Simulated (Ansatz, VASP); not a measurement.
**P in VASP and in Ansatz**

Contents of INCAR:

```
SYSTEM = P
  PREC = Accurate
  ENCUT = 520
  EDIFF = 1E-6
  ISMEAR = 0
  SIGMA = 0.15
  LREAL = .False.
  LASPH = .True.
  NELM = 60
  ALGO = Normal
  ISIF = 2
  LWAVE = .False.
  LCHARG = .False.
  GGA = PE
  IVDW = 12
  NBANDS = 8
```

The input KPOINTS:

```
regular mesh
0
Gamma
  12 12 12
  0 0 0
```

POSCAR

```
P
1.0
    4.2729048574      0.0000000000      0.0534113107
    0.0000000000      4.2729048574      0.0000000000
    0.0547250000      0.0000000000      4.3780000000
P
1
Direct
    0.0000000000      0.0000000000      0.0000000000
```

Input for Ansatz:

```yaml
crystal:
  lattice:
    - [4.2729048574, 0.0, 0.0534113107]
    - [0.0, 4.2729048574, 0.0]
    - [0.054725, 0.0, 4.378]
  atoms:
    - { symbol: P, position: [0.0, 0.0, 0.0] }
basis:
  ecutwfc: 420
kpoints:
  mp_grid: { grid: [12, 12, 12] }
hamiltonian:
  xc: pbe
  dispersion: d3bj
scf:
  occupations: { method: gaussian, width: 0.15 }
output:
  forces: true
  stress: true
  eigenvalues: true
```

Change from the starting cell: strain +0.0250 x Voigt [0, 0, 0, 0, 1, 0], atoms carried along.

Alike in both runs: task single point; functional PBE; dispersion D3(BJ); k mesh 12 × 12 × 12; occupations gaussian, width 0.15 eV; no spin polarisation.

```csv
,VASP,Ansatz
version,VASP 6.6.1,Ansatz 0.2.0
potentials or method,"VASP PAW PBE potentials, release 64 (P), cutoff 520 eV","scalar-relativistic, plane waves, PAW"
valence electrons in the cell,5,5
```

|  | VASP | Ansatz | Ansatz less VASP |
| --- | --- | --- | --- |
| gap on the k mesh at the Fermi level (eV) | none | none | - |
| pressure (GPa) | -3.8 | -3.8 | +0.01 |
| traceless stress, the component that is largest in VASP (GPa) | 0.26 | 0.26 | 0.000 |

A gap of «none» marks a metal or a gap that the smearing closes.
